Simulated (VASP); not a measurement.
Input of a VASP 6.6.1 run:

Contents of INCAR:

```
  ALGO = Normal
  EDIFF = 1E-7
  ENCUT = 520
  GGA = PS
  ISIF = 2
  ISMEAR = 0
  LASPH = True
  LCHARG = True
  LELF = True
  LREAL = False
  LVHAR = True
  LWAVE = False
  NBANDS = 31
  NELM = 100
  PREC = Accurate
  SIGMA = 0.03
```

Contents of KPOINTS:

```
k-points
0
Gamma
  8 8 8
```

File POSCAR:

```
Si7Ge
1.0
    5.5543050222      0.0000000000      0.0000000000
    0.0000000000      5.5543050222      0.0000000000
    0.0000000000      0.0000000000      5.5543050222
Si Ge
7 1
Direct
    0.2525986838      0.2525986838      0.2525986838
    0.0000000000      0.5000000000      0.5000000000
    0.5000000000      0.5000000000      0.0000000000
    0.5000000000      0.0000000000      0.5000000000
    0.7474013162      0.2525986838      0.7474013162
    0.7474013162      0.7474013162      0.2525986838
    0.2525986838      0.7474013162      0.7474013162
    0.0000000000      0.0000000000      0.0000000000
```

Potentials or basis: VASP PAW PBE potentials, release 64 (Si, Ge_d).

Launch:

```sh
$ cat potpaw_PBE.64/Si/POTCAR potpaw_PBE.64/Ge_d/POTCAR > POTCAR
$ mpirun -np 1 vasp_std > vasp.out
```

Q: Estimate the pressure.

A: -4.1 GPa.

Q: Estimate the band gap on the k mesh.

A: 0.37 eV.

Forces on the atoms (eV/Å):
```
Si  -0.002 -0.002 -0.002
Si   0.000  0.000  0.000
Si   0.000  0.000  0.000
Si   0.000  0.000  0.000
Si   0.002 -0.002  0.002
Si   0.002  0.002 -0.002
Si  -0.002  0.002  0.002
Ge   0.000  0.000  0.000
```

Caveat: the cell stands under tension; the PAW data sets were made with another functional, which shifts forces and pressure a little. A k mesh can miss the band edges.
